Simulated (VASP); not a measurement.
A run of VASP 6.6.1 is set up as follows.

File INCAR:

```
PREC = Accurate
ENCUT = 520
EDIFF = 1E-6
ISMEAR = 0
SIGMA = 0.01
LREAL = False
LASPH = True
NELM = 120
ALGO = Normal
ISIF = 2
LWAVE = False
LCHARG = False
NBANDS = 56
GGA_COMPAT = False
```

KPOINTS

```
regular mesh
0
Gamma
  3 3 3
```

POSCAR

```
HfO2
1.0
    5.1811032543      0.0000000000      0.0000000000
    0.0000000000      4.9756005029      0.0000000000
    0.0000000000      0.0000000000      4.9961120840
Hf O
4 8
Direct
    0.9665893062      0.7288137377      0.7412361728
    0.0316081329      0.2723791830      0.2619106573
    0.4683751473      0.2724380704      0.7618934355
    0.5334170860      0.7287556543      0.2412517933
    0.6173573162      0.9055499929      0.8353911862
    0.3848985249      0.0955542954      0.2848595020
    0.1151137066      0.0956047415      0.7850310269
    0.8826527432      0.9054945222      0.3352560895
    0.7575917343      0.4500568321      0.0078174787
    0.2520577058      0.5476269645      0.4996777410
    0.2478775151      0.5476778126     -0.0003494717
    0.7424607871      0.4500479889      0.5078424898
```

Potentials or basis: VASP PAW LDA potentials, release 64 (Hf_pv, O).

Command:

```console
$ cat potpaw_LDA.64/Hf_pv/POTCAR potpaw_LDA.64/O/POTCAR > POTCAR
$ mpirun -np 1 vasp_std > vasp.out
```

(1) Predict the band gap on the k mesh.

(2) Estimate the pressure.

## Answers

(1) 4.50 eV, direct.

(2) -5.5 GPa.

Caveat: the k points lie up to 0.42 Å⁻¹ apart; spin-orbit coupling is left out, which moves the levels of the heavy elements.
